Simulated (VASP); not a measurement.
# AlNi (Pm-3m) in VASP: further runs

AlNi is run at these levels: PBEsol; tasks: elastic constants.

Everything below comes from runs of VASP 6.6.1. Logs are shortened: lines on timing, memory, paths and dates and some standing lists are left out, and cuts for length are marked.

**1. The cell of the first run**

Symmetry: Pm-3m, No. 221, cubic system. The conventional cell has a = 2.857 Å, b = 2.857 Å, c = 2.857 Å, α = 90.00°, β = 90.00°, γ = 90.00°. Within 3.3 Å of Al (site symmetry m-3m) lie 8 Ni at 2.47 Å and 6 Al at 2.86 Å. Ni (site symmetry m-3m) has 8 Al at 2.47 Å and 6 Ni at 2.86 Å within 3.3 Å.

**2. Elastic constants, PBEsol**

INCAR

```
PREC = Accurate
ENCUT = 600
EDIFF = 1E-8
ISMEAR = -1
SIGMA = 0.05
LREAL = F
LASPH = T
NELM = 80
ALGO = Normal
ISIF = 3
LWAVE = F
LCHARG = F
GGA = PS
IBRION = 6
NFREE = 2
POTIM = 0.015
NSW = 1
```

KPOINTS

```
regular mesh
0
Gamma
  16 16 16
```

POSCAR

```
AlNi
1.0
    2.8567158014      0.0000000000      0.0000000000
    0.0000000000      2.8567158014      0.0000000000
    0.0000000000      0.0000000000      2.8567158014
Al Ni
1 1
Direct
    0.0000000000      0.0000000000      0.0000000000
    0.5000000000      0.5000000000      0.5000000000
```

Potentials or basis: VASP PAW PBE potentials, release 64 (Al, Ni).

Command:

```sh
> cat potpaw_PBE.64/Al/POTCAR potpaw_PBE.64/Ni/POTCAR > POTCAR
> mpirun -np 1 vasp_std > vasp.out
```

OUTCAR:

```text
PREC = Accurate
   ENCUT = 600
   EDIFF = 1E-8
   ISMEAR = -1
   LREAL = F
   LASPH = T
   NELM = 80
   ISIF = 3
   GGA = PS
   IBRION = 6
   NFREE = 2
   POTIM = 0.015
   NSW = 1

 ion  position               nearest neighbor table
   1  0.000  0.000  0.000-   2 2.47   2 2.47   2 2.47   2 2.47   2 2.47   2 2.47   2 2.47   2 2.47

   2  0.500  0.500  0.500-   1 2.47   1 2.47   1 2.47   1 2.47   1 2.47   1 2.47   1 2.47   1 2.47

  LATTYP: Found a simple cubic cell.
 ALAT       =     2.8567158014

  Lattice vectors:

 A1 = (   2.8567158014,   0.0000000000,   0.0000000000)
 A2 = (   0.0000000000,   2.8567158014,   0.0000000000)
 A3 = (   0.0000000000,   0.0000000000,   2.8567158014)

Analysis of symmetry for initial positions (statically):
=====================================================================
 Subroutine PRICEL returns:
 Original cell was already a primitive cell.

 Routine SETGRP: Setting up the symmetry group for a
 simple cubic supercell.

 Subroutine GETGRP returns: Found 48 space group operations
 (whereof 48 operations were pure point group operations)
 out of a pool of 48 trial point group operations.

The static configuration has the point symmetry O_h .

Analysis of symmetry for dynamics (positions and initial velocities):
=====================================================================
 Subroutine PRICEL returns:
 Original cell was already a primitive cell.

 Routine SETGRP: Setting up the symmetry group for a
 simple cubic supercell.

 Subroutine GETGRP returns: Found 48 space group operations
 (whereof 48 operations were pure point group operations)
 out of a pool of 48 trial point group operations.

The dynamic configuration has the point symmetry O_h .

 Subroutine INISYM returns: Found 48 space group operations
 (whereof 48 operations are pure point group operations),
 and found     1 'primitive' translations

----------------------------------------------------------------------------------------

                                     Primitive cell

  volume of cell :      23.3132

  direct lattice vectors                    reciprocal lattice vectors
     2.856715801  0.000000000  0.000000000     0.350052322  0.000000000  0.000000000
     0.000000000  2.856715801  0.000000000     0.000000000  0.350052322  0.000000000
     0.000000000  0.000000000  2.856715801     0.000000000  0.000000000  0.350052322

  length of vectors
     2.856715801  2.856715801  2.856715801     0.350052322  0.350052322  0.350052322

  position of ions in fractional coordinates (direct lattice)
     0.000000000  0.000000000  0.000000000
     0.500000000  0.500000000  0.500000000

  ion indices of the primitive-cell ions
   primitive index   ion index
                 1           1
                 2           2

----------------------------------------------------------------------------------------

 KPOINTS: regular mesh

Automatic generation of k-mesh.
 Grid dimensions read from file:
 generate k-points for:   16   16   16

 Generating k-lattice:

  Cartesian coordinates                     Fractional coordinates (reciprocal lattice)
     0.021878270  0.000000000  0.000000000     0.062500000  0.000000000  0.000000000
     0.000000000  0.021878270  0.000000000     0.000000000  0.062500000  0.000000000
     0.000000000  0.000000000  0.021878270     0.000000000  0.000000000  0.062500000

  Length of vectors
     0.021878270  0.021878270  0.021878270

  Shift w.r.t. Gamma in fractional coordinates (k-lattice)
     0.000000000  0.000000000  0.000000000

 Subroutine IBZKPT returns following result:
 ===========================================

 Found    165 irreducible k-points:

 Following reciprocal coordinates:
            Coordinates               Weight
  0.000000  0.000000  0.000000      1.000000
  0.062500  0.000000  0.000000      6.000000
  0.125000  0.000000  0.000000      6.000000
  0.187500  0.000000  0.000000      6.000000
  0.250000  0.000000  0.000000      6.000000
  0.312500  0.000000  0.000000      6.000000
[... 16 lines left out ...]
  0.437500  0.125000  0.000000     24.000000
  0.500000  0.125000  0.000000     12.000000
 [... further k-points ...]
   k-points           NKPTS =    165   k-points in BZ     NKDIM =    165   number of bands    NBANDS=     10
   number of dos      NEDOS =    301   number of ions     NIONS =      2
[... 38 lines left out ...]
  Fermi-wavevector in a.u.,A,eV,Ry     =   1.347480  2.546367 24.704121  1.815702
  Thomas-Fermi vector in A             =   2.475227
   LORBIT       =      0    0 simple, 1 ext, 2 COOP (PROOUT), +10 PAW based schemes
   GGA     = PS    functional components
   LHFCALC =     F    Hartree Fock is set to
   AEXX    =    0.0000 exact exchange contribution
   IVDW    =     0    specifies the selected vdW correction
   LEPSILON=     F    determine dielectric tensor
   LRPA    =     F    only Hartree local field effects (RPA)
 finite differences with symmetry
 non-spin polarized calculation
  energy-cutoff  :      600.00
  volume of cell :       23.31
 maximum number of plane-waves:       804
 NGX is ok and might be reduce to    24
   NGX = 11   NGY = 11   NGZ = 11

--------------------------------------- Ionic step        1  -------------------------------------------

 number of electron      13.0000008 magnetization

 Free energy of the ion-electron system (eV)
  ---------------------------------------------------
  ext. energy  EPLUGINS =         0.00000000
  ---------------------------------------------------
  free energy    TOTEN  =       -11.58953547 eV

  energy without entropy =      -11.58322925  energy(sigma->0) =      -11.58638236

------------------------ aborting loop because EDIFF is reached ----------------------------------------

  FORCE on cell =-STRESS in cart. coord.  units (eV):
  Direction    XX          YY          ZZ          XY          YZ          ZX
  --------------------------------------------------------------------------------------
  -------------------------------------------------------------------------------------
  Total        0.1607316      0.1607316      0.1607316      0.0000000      0.0000000      0.0000000
  in kB       11.0461476     11.0461476     11.0461476      0.0000000      0.0000000      0.0000000
  external PRESSURE =      11.0461476 kB  Pullay stress =       0.0000000 kB
[... 89 lines left out ...]
  FREE ENERGIE OF THE ION-ELECTRON SYSTEM (eV)
  ---------------------------------------------------
  free  energy   TOTEN  =       -11.5829941398 eV

  energy  without entropy=      -11.5766412502  energy(sigma->0) =      -11.57981769

[... ionic steps 4 to 14 ...]

--------------------------------------- Ionic step       15  -------------------------------------------

 number of electron      13.0000008 magnetization

------------------------ aborting loop because EDIFF is reached ----------------------------------------
[... 67 lines left out ...]
--------------------------------------- Ionic step       17  -------------------------------------------

 number of electron      13.0000004 magnetization

 Free energy of the ion-electron system (eV)
  ---------------------------------------------------
  ext. energy  EPLUGINS =         0.00000000
  ---------------------------------------------------
  free energy    TOTEN  =       -11.58881276 eV

  energy without entropy =      -11.58250699  energy(sigma->0) =      -11.58565987

 E-fermi :  10.2380     XC(G=0): -12.2897

 val. band max:       10.2348137521   @ k =   0.4375   0.4375   0.2500
 cond. band min:      10.2396890056   @ k =   0.5000   0.4375   0.3125
 fundamental gap:      0.0048752535
 Fermi energy:        10.2380047642

 k-point     1 :       0.0000    0.0000    0.0000
  band No.  band energies     occupation
      1      -1.0829      2.00000
      2       6.8759      2.00000
      3       6.8762      2.00000
      4       8.6420      2.00000
      5       8.6422      2.00000
      6       8.6422      2.00000
      7      15.8401      0.00000
      8      15.8401      0.00000
      9      15.8402      0.00000
     10      18.4645      0.00000
[... 287 lines left out ...]
 k-point    24 :       0.5000    0.1250    0.0000
  band No.  band energies     occupation
      1       3.4045      2.00000
      2       3.5962      2.00000
      3       7.4313      2.00000
      4       7.8431      2.00000
      5       7.9380      2.00000
      6       8.6300      2.00000
      7       9.5695      2.00000
      8      17.2812      0.00000
      9      18.2405      0.00000
     10      20.7993      0.00000

 [... further k-points ...]

------------------------ aborting loop because EDIFF is reached ----------------------------------------

  FORCE on cell =-STRESS in cart. coord.  units (eV):
  Direction    XX          YY          ZZ          XY          YZ          ZX
  --------------------------------------------------------------------------------------
  -------------------------------------------------------------------------------------
  Total        0.1617243      0.1636383      0.1636383      0.0000000      0.0000000      0.0000000
  in kB       11.1143685     11.2459025     11.2459025      0.0000000      0.0000000      0.0000000
  external PRESSURE =      11.2020578 kB  Pullay stress =       0.0000000 kB
[... 17 lines left out ...]
  FREE ENERGIE OF THE ION-ELECTRON SYSTEM (eV)
  ---------------------------------------------------
  free  energy   TOTEN  =       -11.5888127557 eV

  energy  without entropy=      -11.5825069880  energy(sigma->0) =      -11.58565987

 INTERNAL STRAIN TENSORS FROM STRAINED CELLS
 ============================================

 INTERNAL STRAIN TENSOR FOR ION    1 for displacements in x,y,z  (eV/Angst):
          X           Y           Z          XY          YZ          ZX
  --------------------------------------------------------------------------------
  x     0.00000     0.00000     0.00000     0.00000     0.00000     0.00000
  y     0.00000     0.00000     0.00000     0.00000     0.00000     0.00000
  z     0.00000     0.00000     0.00000     0.00000     0.00000     0.00000

 INTERNAL STRAIN TENSORS FROM DISPLACED ATOMS
 ============================================

 INTERNAL STRAIN TENSOR FOR ION    1 for displacements in x,y,z  (eV/Angst):
          X           Y           Z          XY          YZ          ZX
  --------------------------------------------------------------------------------
  x     0.00000     0.00000     0.00000     0.00000     0.00000     0.00000
  y     0.00000     0.00000     0.00000     0.00000     0.00000     0.00000
  z     0.00000     0.00000     0.00000     0.00000     0.00000     0.00000

 INTERNAL STRAIN TENSOR FOR ION    2 for displacements in x,y,z  (eV/Angst):
          X           Y           Z          XY          YZ          ZX
  --------------------------------------------------------------------------------
  x     0.00000     0.00000     0.00000     0.00000     0.00000     0.00000
  y     0.00000     0.00000     0.00000     0.00000     0.00000     0.00000
  z     0.00000     0.00000     0.00000     0.00000     0.00000     0.00000

 Eigenvectors and eigenvalues of the dynamical matrix
 ----------------------------------------------------

   1 f  =    9.195146 THz    57.774804 2PiTHz  306.717045 cm-1    38.028050 meV
             X         Y         Z           dx          dy          dz
      0.000000  0.000000  0.000000     0.827385    0.000000    0.000000
      1.428358  1.428358  1.428358    -0.561635   -0.000000    0.000000
[... 21 lines left out ...]
   6 f/i=    0.004915 THz     0.030879 2PiTHz    0.163934 cm-1     0.020325 meV
             X         Y         Z           dx          dy          dz
      0.000000  0.000000  0.000000    -0.355820    0.249436    0.355820
      1.428358  1.428358  1.428358    -0.524184    0.367462    0.524184

--------------------------------------------------------------------------------------------------------

 ELASTIC MODULI CONTR FROM IONIC RELAXATION (kBar)
 Direction    XX          YY          ZZ          XY          YZ          ZX
 --------------------------------------------------------------------------------
 XX           0.0000      0.0000      0.0000      0.0000      0.0000      0.0000
 YY           0.0000      0.0000      0.0000      0.0000      0.0000      0.0000
 ZZ           0.0000      0.0000      0.0000      0.0000      0.0000      0.0000
 XY           0.0000      0.0000      0.0000      0.0000      0.0000      0.0000
 YZ           0.0000      0.0000      0.0000      0.0000      0.0000      0.0000
 ZX           0.0000      0.0000      0.0000      0.0000      0.0000      0.0000
 --------------------------------------------------------------------------------

 TOTAL ELASTIC MODULI (kBar)
 Direction    XX          YY          ZZ          XY          YZ          ZX
 --------------------------------------------------------------------------------
 XX        2395.2636   1445.7069   1445.7069      0.0000      0.0000     -0.0000
 YY        1445.7069   2395.2636   1445.7069     -0.0000      0.0000      0.0000
 ZZ        1445.7069   1445.7069   2395.2636      0.0000     -0.0000      0.0000
 XY           0.0000     -0.0000      0.0000   1281.2485      0.0000      0.0000
 YZ           0.0000      0.0000     -0.0000      0.0000   1281.2485      0.0000
 ZX          -0.0000      0.0000      0.0000      0.0000      0.0000   1281.2485
 --------------------------------------------------------------------------------
```

It took 27 min on 1 thread of Intel Xeon 8259CL, shared host; peak memory 0.72 GiB.

Results:

| Item | Value |
| --- | --- |
| Elastic constants C11, C12, C44 | 240, 145, 128 GPa |
| Voigt bulk modulus | 176 GPa |
| Highest phonon frequency at Γ | 307 cm⁻¹ |

Phonon frequencies in cm⁻¹ (negative: imaginary):
```
              q point        frequencies
(0.000, 0.000, 0.000)  0 0 0 307 307 307
```

Elastic tensor in Voigt notation (GPa, in the Cartesian axes of the cell as first typed):
```
240 145 145   0   0   0
145 240 145   0   0   0
145 145 240   0   0   0
  0   0   0 128   0   0
  0   0   0   0 128   0
  0   0   0   0   0 128
```

Clamped-ion elastic tensor (GPa):
```
240 145 145   0   0   0
145 240 145   0   0   0
145 145 240   0   0   0
  0   0   0 128   0   0
  0   0   0   0 128   0
  0   0   0   0   0 128
```

Caveat: the cell is under stress, which shifts elastic constants; the PAW data sets were made with another functional, which shifts forces and pressure a little. Spin polarisation is off, so any magnetic state and its effect on volume and gap are missing.

**3. Elastic constants, PBEsol**

This run uses another cell than the first one, of 11.72 Å³/atom.

INCAR

```
SYSTEM = AlNi
PREC = Accurate
ENCUT = 600
EDIFF = 1E-8
ISMEAR = -1
SIGMA = 0.05
LREAL = .False.
LASPH = .True.
NELM = 80
ALGO = Normal
ISIF = 3
LWAVE = .False.
LCHARG = .False.
GGA = PS
NBANDS = 14
IBRION = 6
NFREE = 2
POTIM = 0.015
NSW = 1
```

KPOINTS

```
Automatic mesh
0
Gamma
  16 16 16
  0 0 0
```

POSCAR

```
AlNi
1.0
    2.8619580836      0.0000000000      0.0000000000
    0.0000000000      2.8619580836      0.0000000000
    0.0000000000      0.0000000000      2.8619580836
Al Ni
1 1
Direct
    0.0000000000      0.0000000000      0.0000000000
    0.5000000000      0.5000000000      0.5000000000
```

Potentials or basis: VASP PAW PBE potentials, release 64 (Al, Ni).

Command:

```sh
> cat potpaw_PBE.64/Al/POTCAR potpaw_PBE.64/Ni/POTCAR > POTCAR
> mpirun -np 1 vasp_std > vasp.out
```

It took 44 min on 1 thread of Intel Xeon 8259CL, shared host; peak memory 0.84 GiB.

The run converged. Its results:

| Quantity | Value |
| --- | --- |
| Elastic constants C11, C12, C44 | 235, 142, 126 GPa |
| Voigt bulk modulus | 173 GPa |
| Highest phonon frequency at Γ | 303 cm⁻¹ |

Phonon frequencies in cm⁻¹ (negative: imaginary):
| q point | frequencies |
| --- | --- |
| (0.000, 0.000, 0.000) | 0 0 0 303 303 303 |

Elastic tensor in Voigt notation (GPa, in the Cartesian axes of the cell as first typed):
```
235 142 142   0   0   0
142 235 142   0   0   0
142 142 235   0   0   0
  0   0   0 126   0   0
  0   0   0   0 126   0
  0   0   0   0   0 126
```

Clamped-ion elastic tensor (GPa):
```
235 142 142   0   0   0
142 235 142   0   0   0
142 142 235   0   0   0
  0   0   0 126   0   0
  0   0   0   0 126   0
  0   0   0   0   0 126
```

Caveat: the PAW data sets were made with another functional, which shifts forces and pressure a little.
